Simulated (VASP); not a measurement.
Input of a VASP 6.6.1 run:

INCAR

```
PREC = Accurate ; ENCUT = 520
EDIFF = 1E-6 ; ISMEAR = 0
SIGMA = 0.1 ; LREAL = False
LASPH = True ; NELM = 60
ALGO = Normal ; ISIF = 2
LWAVE = False ; LCHARG = False
GGA = PE ; NBANDS = 24
```

KPOINTS

```
regular mesh
0
Gamma
  8 8 8
```

POSCAR

```
Ge2S
1.0
   -1.7711873486      1.7711873486      4.3449439646
    1.7711873486     -1.7711873486      4.3449439646
    1.7711873486      1.7711873486     -4.3449439646
Ge S
2 1
Direct
    0.6650000000      0.6650000000      0.0000000000
    0.3350000000      0.3350000000      0.0000000000
    0.0000000000      0.0000000000      0.0000000000
```

Potentials or basis: VASP PAW PBE potentials, release 64 (Ge_d, S).

The run is started by

```sh
$ cat potpaw_PBE.64/Ge_d/POTCAR potpaw_PBE.64/S/POTCAR > POTCAR
$ mpirun -np 1 vasp_std > vasp.out
```

(1) Predict the largest force.

(2) Predict the band gap on the k mesh.

(3) Estimate the pressure.

## Answers

(1) 0.087 eV/Å.

(2) zero (bands 17 and 18 overlap by 5.19 eV).

(3) 1.9 GPa.
